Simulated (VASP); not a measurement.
# KF (Fm-3m) in VASP: a series of runs, part 2 of 2

VASP 6.6.1. The steps go on from the part before.

### 4 Single point, revPBE (22.29 Å³/atom)

This run uses another cell than the first one, of 22.29 Å³/atom.

Contents of INCAR:

```
SYSTEM = KF
PREC = Accurate ; ENCUT = 520
EDIFF = 1E-6 ; ISMEAR = 0
SIGMA = 0.05 ; LREAL = .False.
LASPH = .True. ; NELM = 80
ALGO = Normal ; ISIF = 2
LWAVE = .False. ; LCHARG = .False.
GGA = RE ; NBANDS = 15
```

Contents of KPOINTS:

```
Automatic mesh
0
Gamma
  8 8 8
  0 0 0
```

Contents of POSCAR:

```
KF
1.0
    0.0000000000      2.8142438904      2.8142438904
    2.8142438904      0.0000000000      2.8142438904
    2.8142438904      2.8142438904      0.0000000000
K F
1 1
Direct
    0.0000000000      0.0000000000      0.0000000000
    0.5000000000      0.5000000000      0.5000000000
```

Potentials or basis: VASP PAW PBE potentials, release 64 (K_sv, F).

On the command line:

```sh
> cat potpaw_PBE.64/K_sv/POTCAR potpaw_PBE.64/F/POTCAR > POTCAR
> mpirun -np 1 vasp_std > vasp.out
```

OUTCAR:

```text
SYSTEM = KF
   PREC = Accurate
   ENCUT = 520
   EDIFF = 1E-6
   ISMEAR = 0
   LREAL = .False.
   LASPH = .True.
   NELM = 80
   ISIF = 2
   GGA = RE

 ion  position               nearest neighbor table
   1  0.000  0.000  0.000-   2 2.81   2 2.81   2 2.81   2 2.81   2 2.81   2 2.81
   2  0.500  0.500  0.500-   1 2.81   1 2.81   1 2.81   1 2.81   1 2.81   1 2.81

  LATTYP: Found a face centered cubic cell.
 ALAT       =     5.6284877808

  Lattice vectors:

 A1 = (   0.0000000000,   2.8142438904,   2.8142438904)
 A2 = (   2.8142438904,   0.0000000000,   2.8142438904)
 A3 = (   2.8142438904,   2.8142438904,   0.0000000000)

Analysis of symmetry for initial positions (statically):
=====================================================================
 Subroutine PRICEL returns:
 Original cell was already a primitive cell.

 Routine SETGRP: Setting up the symmetry group for a
 face centered cubic supercell.

 Subroutine GETGRP returns: Found 48 space group operations
 (whereof 48 operations were pure point group operations)
 out of a pool of 48 trial point group operations.

The static configuration has the point symmetry O_h .

Analysis of symmetry for dynamics (positions and initial velocities):
=====================================================================
 Subroutine PRICEL returns:
 Original cell was already a primitive cell.

 Routine SETGRP: Setting up the symmetry group for a
 face centered cubic supercell.

 Subroutine GETGRP returns: Found 48 space group operations
 (whereof 48 operations were pure point group operations)
 out of a pool of 48 trial point group operations.

The dynamic configuration has the point symmetry O_h .

 Subroutine INISYM returns: Found 48 space group operations
 (whereof 48 operations are pure point group operations),
 and found     1 'primitive' translations

----------------------------------------------------------------------------------------

                                     Primitive cell

  volume of cell :      44.5774

  direct lattice vectors                    reciprocal lattice vectors
     0.000000000  2.814243890  2.814243890    -0.177667615  0.177667615  0.177667615
[... 121 lines left out ...]
 maximum number of plane-waves:      1243
 NGX is ok and might be reduce to    30
   NGX = 15   NGY = 15   NGZ = 15

 number of electron      16.0000015 magnetization

 Free energy of the ion-electron system (eV)
  ---------------------------------------------------
  ext. energy  EPLUGINS =         0.00000000
  ---------------------------------------------------
  free energy    TOTEN  =        -7.91843511 eV

  energy without entropy =       -7.91843511  energy(sigma->0) =       -7.91843511

 E-fermi :  -2.7365     XC(G=0):  -7.3338

 val. band max:       -2.9697529538   @ k =   0.0000   0.0000   0.0000
 cond. band min:       2.7502825877   @ k =   0.0000   0.0000   0.0000
 fundamental gap:      5.7200355415
 Fermi energy:        -2.7364509758

 k-point     1 :       0.0000    0.0000    0.0000
  band No.  band energies     occupation
      1     -29.7343      2.00000
      2     -21.6366      2.00000
      3     -13.0419      2.00000
      4     -13.0419      2.00000
      5     -13.0419      2.00000
      6      -2.9698      2.00000
      7      -2.9698      2.00000
      8      -2.9698      2.00000
      9       2.7503      0.00000
     10       7.3519      0.00000
     11       7.3519      0.00000
     12       7.3519      0.00000
     13       8.7630      0.00000
     14       8.7630      0.00000
[... 401 lines left out ...]
      2     -21.6555      2.00000
      3     -13.2384      2.00000
      4     -13.1662      2.00000
      5     -13.0905      2.00000
      6      -3.4181      2.00000
      7      -3.1768      2.00000
      8      -3.1756      2.00000
      9       6.0226      0.00000
     10       6.5998      0.00000
     11       7.9517      0.00000
     12       8.9754      0.00000
     13      10.0025      0.00000
     14      10.8852      0.00000
     15      10.9091      0.00000

 [... further k-points ...]

------------------------ aborting loop because EDIFF is reached ----------------------------------------

  FORCE on cell =-STRESS in cart. coord.  units (eV):
  Direction    XX          YY          ZZ          XY          YZ          ZX
  --------------------------------------------------------------------------------------
  -------------------------------------------------------------------------------------
  Total       -0.2436908     -0.2436908     -0.2436908      0.0000000      0.0000000     -0.0000000
  in kB       -8.7585983     -8.7585983     -8.7585983      0.0000000      0.0000000     -0.0000000
  external PRESSURE =      -8.7585983 kB  Pullay stress =       0.0000000 kB

 VOLUME and BASIS-vectors are now :
 -----------------------------------------------------------------------------
  energy-cutoff  :      520.00
  volume of cell :       44.58
      direct lattice vectors                 reciprocal lattice vectors
     0.000000000  2.814243890  2.814243890    -0.177667615  0.177667615  0.177667615
     2.814243890  0.000000000  2.814243890     0.177667615 -0.177667615  0.177667615
     2.814243890  2.814243890  0.000000000     0.177667615  0.177667615 -0.177667615

 POSITION                                       TOTAL-FORCE (eV/Angst)
 -----------------------------------------------------------------------------------
      0.00000      0.00000      0.00000         0.000000     -0.000000      0.000000
      2.81424      2.81424      2.81424        -0.000000      0.000000     -0.000000
 -----------------------------------------------------------------------------------
    total drift:                                0.000000      0.000000      0.000000

  FREE ENERGIE OF THE ION-ELECTRON SYSTEM (eV)
  ---------------------------------------------------
  free  energy   TOTEN  =        -7.9184351098 eV

  energy  without entropy=       -7.9184351098  energy(sigma->0) =       -7.91843511
```

stdout:

```text
POSCAR found type information on POSCAR K F
 POSCAR found :  2 types and       2 ions
 scaLAPACK will be used
 -----------------------------------------------------------------------------
|                                                                             |
|                                                                             |
|     You enforced a specific xc type in the INCAR file but a different       |
|     I HOPE YOU KNOW WHAT YOU ARE DOING!                                     |
|                                                                             |
 -----------------------------------------------------------------------------

 LDA part: xc-table for (Slater+PW92), standard interpolation
 POSCAR, INCAR and KPOINTS ok, starting setup
 FFT: planning ... GRIDC
 FFT: planning ... GRID_SOFT
 FFT: planning ... GRID
 WAVECAR not read
 entering main loop
```

Wall time 44 s (1 thread of Intel Xeon 8259CL, shared host); peak memory 0.17 GiB.

What came out:

| Item | Value |
| --- | --- |
| Free energy | -7.9184 eV |
| Pressure | -0.9 GPa |
| Band gap on the k mesh | 5.72 eV |

Caveat: the PAW data sets were made with another functional, which shifts forces and pressure a little.

### 5 The runs side by side

```csv
level,cell,gap on the mesh (eV),pressure (GPa)
RPBE,"a = 3.976 Å, angles 60.0°, 2 atoms",5.73,-0.5
RPBE,"a = 4.002 Å, angles 60.0°, 2 atoms",5.64,-0.9
revPBE,"a = 3.980 Å, angles 60.0°, 2 atoms",5.72,-0.9
```

Alike in all rows: task single point; potentials or basis VASP PAW PBE potentials, release 64 (K_sv, F); no spin polarisation; k mesh 8 × 8 × 8; cutoff (eV) 520; smearing gaussian 0.05 eV.

Caveats: the PAW data sets were made with another functional, which shifts forces and pressure a little.

Total energies depend on the potentials used, so only differences within one code and one set of settings carry meaning.
